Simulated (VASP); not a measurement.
BN: single point with PBE

The system is BN.

```
B N
1.0
     0.00000    1.83524    1.75327
     1.83524    0.00000    1.75327
     1.83524    1.83524    0.00000
B N
1 1
Direct
  0.00000 0.00000 0.00000
  0.75000 0.75000 0.75000
```

This cell differs from its parent crystal: z stretched by -3 % at fixed volume.

* Program: VASP 6.6.1
* Task: single point
* Functional: PBE
* Potentials or basis: VASP PAW PBE potentials, release 64 (B, N)
* Cutoff: 520 eV
* k mesh: 13 × 13 × 13
* Occupations: fermi-dirac, width 0.03 eV
* Spin: no spin polarisation

* Pressure: 3.2 GPa
* Band gap on the k mesh: 3.76 eV, indirect (least direct gap 8.34 eV)

Stress tensor (GPa, compression positive):
```
-5.52  0.00  0.00
 0.00 -5.52  0.00
 0.00  0.00 20.79
```

Levels at points of the mesh, in eV from the valence-band top:
| k point | band 1 | band 2 | band 3 | band 4 | band 5 | band 6 | band 7 | band 8 | band 9 |
| --- | --- | --- | --- | --- | --- | --- | --- | --- | --- |
| (0.00, 0.00, 0.00) | -20.51 | -0.42 | -0.42 | 0.00 | 8.34 | 8.67 | 8.67 | 10.06 | 24.49 |

It took 19 s on 1 thread of Intel(R) Xeon(R) Platinum 8259CL CPU @ 2.50GHz (Skylake/Cascade Lake), with other jobs on the host, peak memory 0.14 GiB.

 A k mesh can miss the band edges.
